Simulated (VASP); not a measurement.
Ta3Cu: single point with PBE

Crystal: Ta3Cu.

```
CELL_PARAMETERS angstrom
-2.00651 2.00651 4.20817
2.00651 -2.00651 4.20817
2.00651 2.00651 -4.20817
ATOMIC_POSITIONS crystal
Ta 0.50000 0.50000 0.00000
Ta 0.25000 0.75000 0.50000
Ta 0.75000 0.25000 0.50000
Cu 0.00000 0.00000 0.00000
```

```
Program                : VASP 6.6.1
Task                   : single point
Functional             : PBE
Potentials or basis    : VASP PAW PBE potentials, release 64 (Ta_pv, Cu)
Cutoff                 : 520 eV
k mesh                 : 5 × 5 × 5
Occupations            : fermi-dirac, width 0.05 eV
Spin                   : no spin polarisation
Dipole correction      : no
Further INCAR settings : ALGO = Normal; EDIFF = 1e-07; NBANDS = 30
```

The pressure is 0.5 GPa. The band gap on the k mesh is zero (band 22 reaches 6.76 eV, above the bottom of band 23 at 5.85 eV).

Stress tensor (GPa, compression positive):
```
 0.88  0.00  0.00
 0.00  0.88  0.00
 0.00  0.00 -0.34
```

Levels at points of the mesh, in eV from the Fermi level:
```csv
k point,band 20,band 21,band 22,band 23,band 24,band 25
"(0.00, 0.00, 0.00)",-1.68,-0.22,-0.22,0.02,1.95,2.21
```

Run time: 84 s on 1 thread of Intel(R) Xeon(R) Platinum 8259CL CPU @ 2.50GHz (Skylake/Cascade Lake), on a shared host, peak memory 0.25 GiB.

Caveat: the k points lie up to 0.44 Å⁻¹ apart; spin-orbit coupling is left out, which moves the levels of the heavy elements.
